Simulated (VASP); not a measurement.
Write the native input for VASP 6.6.1 that does the following.

| Item | Value |
| --- | --- |
| Task | relaxation of cell and atoms |
| Functional | PBEsol |
| Potentials or basis | VASP PAW PBE potentials, release 64 (Zn) |
| Cutoff | 600 eV |
| k mesh | 7 × 7 × 4 |
| Occupations | gaussian, width 0.1 eV |
| Spin | no spin polarisation |
| Target pressure | 20 GPa |
| Dipole correction | no |
| Further INCAR settings | ALGO = Normal; EDIFF = 1e-07; IBRION = 2; EDIFFG = -0.02; NSW = 60; ISIF = 3 |

The structure of Zn lies in POSCAR:

```
Zn
1.0
    2.7900000000      0.0000000000      0.0000000000
   -1.3950000000      2.4162108766      0.0000000000
    0.0000000000      0.0000000000      4.5560700000
Zn
2
Direct
    0.3333333333      0.6666666667      0.2500000000
    0.6666666667      0.3333333333      0.7500000000
```

These files were run (other wordings do the same):

INCAR

```
SYSTEM = Zn
PREC = Accurate ; ENCUT = 600
EDIFF = 1E-7 ; ISMEAR = 0
SIGMA = 0.1 ; LREAL = .FALSE.
LASPH = .TRUE. ; NELM = 80
ALGO = Normal ; ISIF = 3
LWAVE = .FALSE. ; LCHARG = .FALSE.
GGA = PS ; IBRION = 2
NSW = 60 ; EDIFFG = -0.02
PSTRESS = 200.0
```

KPOINTS

```
regular mesh
0
G
  7 7 4
  0 0 0
```

Potentials or basis: VASP PAW PBE potentials, release 64 (Zn).

Launch:

```bash
$ cat potpaw_PBE.64/Zn/POTCAR > POTCAR
$ mpirun -np 1 vasp_std > vasp.out
```

Results of the run:

| Property | Result |
| --- | --- |
| Relaxed volume | 12.12 Å³/atom |
| Relaxed cell | a = 2.524 Å, b = 2.524 Å, c = 4.396 Å, α = 90.00°, β = 90.00°, γ = 120.00° |
| Space group after relaxing (to 0.05 Å) | P6_3/mmc (No. 194) |
| Energy change on relaxing (the enthalpy is what falls) | +60.9 meV/atom |
| Ionic steps | 9 |
| Pressure after relaxing | 20.0 GPa |
| Band gap on the k mesh | zero (band 12 reaches 5.91 eV, above the bottom of band 13 at 2.81 eV) |

Caveat: the k points lie up to 0.41 Å⁻¹ apart in the final cell; the cell is relaxed towards a set pressure, so the enthalpy falls and the energy may rise; the volume moved by over 15 % at a fixed basis, so the end points are rough; the PAW data sets were made with another functional, which shifts forces and pressure a little.

Wall time 52 s on 1 thread of Intel(R) Xeon(R) Platinum 8488C (Sapphire Rapids), on a shared host, peak memory 0.16 GiB.
